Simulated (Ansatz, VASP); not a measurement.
## One calculation of Ga2As5, two programs

```
Ga As
1.0
     3.97822    0.00000    0.00000
    -1.98911    3.44524    0.00000
     0.00000    0.00000   25.52835
Ga As
4 10
Direct
  0.33333 0.66667 0.12464
  0.66667 0.33333 0.87536
  0.33333 0.66667 0.29442
  0.66667 0.33333 0.70558
  0.00000 0.00000 0.15513
  0.33333 0.66667 0.02230
  0.00000 0.00000 0.84487
  0.66667 0.33333 0.97770
  0.66667 0.33333 0.26270
  0.33333 0.66667 0.39784
  0.66667 0.33333 0.44536
  0.33333 0.66667 0.73730
  0.66667 0.33333 0.60216
  0.33333 0.66667 0.55464
```

Alike in both runs: functional PBE; k mesh 5 × 5 × 1; occupations gaussian, width 0.2 eV; no spin polarisation.

Ansatz relaxed the structure, and its values are those at the end. VASP's run is a single point on that final structure, the one shown.

```csv
,VASP,Ansatz
version,VASP 6.6.1,Ansatz 0.2.0
potentials or method,"VASP PAW PBE potentials, release 64 (Ga_d, As), cutoff 520 eV","scalar-relativistic, plane waves, PAW"
valence electrons in the cell,102,202
```

|  | VASP | Ansatz | Ansatz less VASP |
| --- | --- | --- | --- |
| pressure (GPa) | -0.1 | -0.2 | -0.15 |
| rms of the force components (eV/Å) | 0.027 | 0.020 | -0.0074 |

With one functional, cell and mesh, what is left measures potentials, basis and numerics. VASP's potentials hold 102 valence electrons a cell and Ansatz's 202, so a difference there can come from the potentials and not from the codes.

The k mesh is coarse, so the values compare programs but aren't converged.
